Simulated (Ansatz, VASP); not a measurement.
Two plane-wave programs on C

```
C
1.0
     0.00000    1.55794    2.33692
     1.55794    0.00000    2.33692
     1.55794    1.55794    0.00000
C
2
Direct
  0.50000 0.50000 0.50000
  0.75000 0.75000 0.75000
```

Alike in both runs: task single point; functional PBE; k mesh 12 × 12 × 12; occupations gaussian, width 0.05 eV; no spin polarisation.

|  | VASP | Ansatz |
| --- | --- | --- |
| version | VASP 6.6.1 | Ansatz 0.2.0 |
| potentials or method | VASP PAW PBE potentials, release 64 (C), cutoff 520 eV | scalar-relativistic, plane waves, PAW |
| valence electrons in the cell | 8 | 8 |

```tsv
	VASP	Ansatz	Ansatz less VASP
gap on the k mesh at the Fermi level (eV)	none	none	-
pressure (GPa)	11.6	11.2	-0.40
traceless stress, the component that is largest in VASP (GPa)	-261.87	-262.47	-0.605
```

A gap of «none» marks a metal or a gap that the smearing closes. The functional is the same, so the differences come from potentials, cutoffs and numerics.
